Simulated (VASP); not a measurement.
Write the native input for VASP 6.6.1 that does the following.

* Task: relaxation of cell and atoms
* Functional: LDA
* Potentials or basis: VASP PAW LDA potentials, release 64 (W_sv)
* Cutoff: 600 eV
* k mesh: 16 × 16 × 16
* Occupations: fermi-dirac, width 0.15 eV
* Spin: no spin polarisation
* Dipole correction: no
* Further INCAR settings: ALGO = Fast; EDIFF = 1e-06; IBRION = 2; EDIFFG = -0.001; NSW = 80; ISIF = 3

The structure of W lies in POSCAR:

```
W
1.0
   -1.5674691545      1.5674691545      1.5674691545
    1.5674691545     -1.5674691545      1.5674691545
    1.5674691545      1.5674691545     -1.5674691545
W
1
Direct
    0.0000000000      0.0000000000      0.0000000000
```

These files were run (other wordings do the same):

INCAR

```
PREC = Accurate ; ENCUT = 600
EDIFF = 1E-6 ; ISMEAR = -1
SIGMA = 0.15 ; LREAL = F
LASPH = T ; NELM = 60
ALGO = Fast ; ISIF = 3
LWAVE = F ; LCHARG = F
GGA = CA ; IBRION = 2
NSW = 80 ; EDIFFG = -0.001
```

KPOINTS

```
Automatic mesh
0
Gamma
  16 16 16
```

Potentials or basis: VASP PAW LDA potentials, release 64 (W_sv).

Run with:

```sh
$ cat potpaw_LDA.64/W_sv/POTCAR > POTCAR
$ mpirun -np 1 vasp_std > vasp.out
```

It gave:

```json
{
  "Relaxed volume": "15.50 Å³/atom",
  "Relaxed cell": "a = 2.720 Å, b = 2.720 Å, c = 2.720 Å, α = 109.47°, β = 109.47°, γ = 109.47°",
  "Space group after relaxing (to 0.05 Å)": "Im-3m (No. 229)",
  "Energy gained by relaxing": "0.6 meV/atom",
  "Ionic steps": "17",
  "Pressure after relaxing": "0.0 GPa",
  "Band gap on the k mesh": "zero (band 7 reaches 16.96 eV, above the bottom of band 8 at 10.35 eV)"
}
```

Caveat: spin-orbit coupling is left out, which moves the levels of the heavy elements.

Run time: 60 s on 1 thread of Intel(R) Xeon(R) 6975P-C (Granite Rapids), with other jobs on the host, peak memory 0.16 GiB.
